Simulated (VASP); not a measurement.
Wanted: the native input for a VASP 6.6.1 run.

- Task: single point
- Functional: PBEsol
- Potentials or basis: VASP PAW PBE potentials, release 64 (Si)
- Cutoff: 520 eV
- k mesh: 10 × 10 × 4
- Occupations: gaussian, width 0.03 eV
- Spin: no spin polarisation
- Dipole correction: no
- Further INCAR settings: ALGO = Normal; EDIFF = 1e-07; NBANDS = 26

The structure of Si lies in POSCAR:

```
Si
1.0
    0.0000000000      0.0000000000      3.8373624245
    3.3221878745     -3.3221878745     -1.9186812122
    6.6443757490      6.6443757490      0.0000000000
Si
8
Direct
   -0.0184340791      0.0000000000      0.1787304307
    0.4889346502      0.0000000000      0.6787304307
    0.4889346502      0.0000000000      0.3212695693
   -0.0184340791      0.0000000000      0.8212695693
    0.7899459708      0.6425391386      0.0000000000
    0.3820925967      0.6425391386      0.5000000000
    0.1474068322      0.3574608614      0.0000000000
    0.7395534581      0.3574608614      0.5000000000
```

This cell differs from its parent crystal: mode 4 frozen in at -0.177 Å and mode 7 at -0.057 Å (largest displacements).

The input as run:

INCAR

```
  ALGO = Normal
  EDIFF = 1E-7
  ENCUT = 520
  GGA = PS
  ISIF = 2
  ISMEAR = 0
  LASPH = True
  LCHARG = False
  LREAL = False
  LWAVE = False
  NBANDS = 26
  NELM = 60
  PREC = Accurate
  SIGMA = 0.03
```

KPOINTS

```
k-points
0
Gamma
  10 10 4
```

Potentials or basis: VASP PAW PBE potentials, release 64 (Si).

Launch:

```console
$ cat potpaw_PBE.64/Si/POTCAR > POTCAR
$ mpirun -np 1 vasp_std > vasp.out
```

Results of the run:

The pressure is -0.2 GPa. The largest force is 0.428 eV/Å and the band gap on the k mesh is 0.04 eV, indirect (least direct gap 0.36 eV).

Caveat: the cell differs from its parent crystal (mode 4 frozen in at -0.177 Å and mode 7 at -0.057 Å (largest displacements)); the PAW data sets were made with another functional, which shifts forces and pressure a little.

Wall time 11 min on 1 thread of Oxide Virtual Turin-like Processor, on a shared host, peak memory 0.42 GiB.
